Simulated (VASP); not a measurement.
Here is a VASP 6.6.1 calculation.

INCAR

```
ALGO = Normal
EDIFF = 1E-7
ENCUT = 520
GGA = PE
ISIF = 2
ISMEAR = 1
LASPH = True
LCHARG = False
LREAL = False
LWAVE = False
NBANDS = 17
NELM = 60
PREC = Accurate
SIGMA = 0.05
```

The input KPOINTS:

```
k-points
0
Gamma
  12 12 12
```

POSCAR

```
PbSe
1.0
    0.0000000000      3.0606500000      3.0606500000
    3.0606500000      0.0000000000      3.0606500000
    3.0606500000      3.0606500000      0.0000000000
Pb Se
1 1
Direct
   -0.0022480000     -0.0031650000     -0.0006020000
    0.5030880000      0.4999950000      0.4926990000
```

Potentials or basis: VASP PAW PBE potentials, release 64 (Pb_d, Se).

The run is started by

```console
$ cat potpaw_PBE.64/Pb_d/POTCAR potpaw_PBE.64/Se/POTCAR > POTCAR
$ mpirun -np 1 vasp_std > vasp.out
```

What does it give for the pressure?

2.4 GPa.

What does it give for the band gap on the k mesh?

0.29 eV.

Forces on the atoms (eV/Å):
```
Pb  -0.007 -0.003  0.018
Se   0.007  0.003 -0.018
```

Caveat: spin-orbit coupling is left out, which moves the levels of the heavy elements. A k mesh can miss the band edges.
